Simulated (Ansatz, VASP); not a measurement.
## One calculation of CdTe, two programs

File INCAR:

```
PREC = Accurate ; ENCUT = 520
EDIFF = 1E-6 ; ISMEAR = 0
SIGMA = 0.05 ; LREAL = False
LASPH = True ; NELM = 60
ALGO = Normal ; ISIF = 2
LWAVE = False ; LCHARG = False
GGA = PS ; NBANDS = 16
```

Contents of KPOINTS:

```
regular mesh
0
Gamma
  10 10 10
```

Contents of POSCAR:

```
CdTe
1.0
    0.0000000000      3.0119294258      3.0119294258
    3.0119294258      0.0000000000      3.0119294258
    3.0119294258      3.0119294258      0.0000000000
Cd Te
1 1
Direct
    0.0000000000      0.0000000000      0.0000000000
    0.2500000000      0.2500000000      0.2500000000
```

Input for Ansatz:

```yaml
crystal:
  lattice:
    - [0.0, 3.0119294258, 3.0119294258]
    - [3.0119294258, 0.0, 3.0119294258]
    - [3.0119294258, 3.0119294258, 0.0]
  atoms:
    - { symbol: Cd, position: [0.0, 0.0, 0.0] }
    - { symbol: Te, position: [0.25, 0.25, 0.25] }
basis:
  ecutwfc: 420
  ecutrho_ratio: 4
kpoints:
  mp_grid: { grid: [10, 10, 10] }
hamiltonian:
  xc: pbesol
scf:
  occupations: { method: gaussian, width: 0.05 }
output:
  forces: true
  stress: true
  eigenvalues: true
```

Alike in both runs: task single point; functional PBEsol; k mesh 10 × 10 × 10; occupations gaussian, width 0.05 eV; no spin polarisation.

|  | VASP | Ansatz |
| --- | --- | --- |
| version | VASP 6.6.1 | Ansatz 0.2.0 |
| potentials or method | VASP PAW PBE potentials, release 64 (Cd, Te), cutoff 520 eV | scalar-relativistic, plane waves, PAW |
| valence electrons in the cell | 18 | 36 |

```csv
,VASP,Ansatz,Ansatz less VASP
gap on the k mesh at the Fermi level (eV),1.34,1.32,-0.018
least direct gap on the mesh (eV),1.34,1.32,-0.018
pressure (GPa),16.2,15.8,-0.40
```

VASP's potentials were made for PBE, not for PBEsol. VASP's potentials hold 18 valence electrons a cell and Ansatz's 36, so a difference there can come from the potentials and not from the codes.

Spin-orbit coupling is off throughout.
